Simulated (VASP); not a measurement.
Write the native input for VASP 6.6.1 that does the following.

```
Task                   : single point
Functional             : LDA
Potentials or basis    : VASP PAW LDA potentials, release 64 (Ca_sv, Sb, P)
Cutoff                 : 520 eV
k mesh                 : 6 × 6 × 6
Occupations            : gaussian, width 0.05 eV
Spin                   : no spin polarisation
Dipole correction      : no
Further INCAR settings : ALGO = Normal; EDIFF = 1e-07; NBANDS = 28
```

The structure of Ca3SbP lies in POSCAR:

```
Ca3SbP
1.0
    5.1203274853      0.0000000000      0.0000000000
    0.0000000000      5.1203274853      0.0000000000
    0.0000000000      0.0000000000      5.1203274853
Ca Sb P
3 1 1
Direct
   -0.0114827719      0.5000000000      0.5000000000
    0.4542997981      0.0000000000      0.5000000000
    0.4542997981      0.5000000000      0.0000000000
    0.0351054686      0.0000000000      0.0000000000
    0.4951220023      0.5000000000      0.5000000000
```

The input as run:

INCAR

```
SYSTEM = Ca3SbP
  PREC = Accurate
  ENCUT = 520
  EDIFF = 1E-7
  ISMEAR = 0
  SIGMA = 0.05
  LREAL = .FALSE.
  LASPH = .TRUE.
  NELM = 80
  ALGO = Normal
  ISIF = 2
  LWAVE = .FALSE.
  LCHARG = .FALSE.
  GGA = CA
  NBANDS = 28
```

KPOINTS

```
regular mesh
0
G
  6 6 6
  0 0 0
```

Potentials or basis: VASP PAW LDA potentials, release 64 (Ca_sv, Sb, P).

Run with:

```console
$ cat potpaw_LDA.64/Ca_sv/POTCAR potpaw_LDA.64/Sb/POTCAR potpaw_LDA.64/P/POTCAR > POTCAR
$ mpirun -np 1 vasp_std > vasp.out
```

It gave:

- Pressure: 4.8 GPa
- Largest force: 0.258 eV/Å
- Band gap on the k mesh: 0.71 eV, direct

Caveat: spin-orbit coupling is left out, which moves the levels of the heavy elements.

Run time: 92 s on 1 thread of AMD EPYC 9R14 (Zen 4) (shared host), peak memory 0.26 GiB.
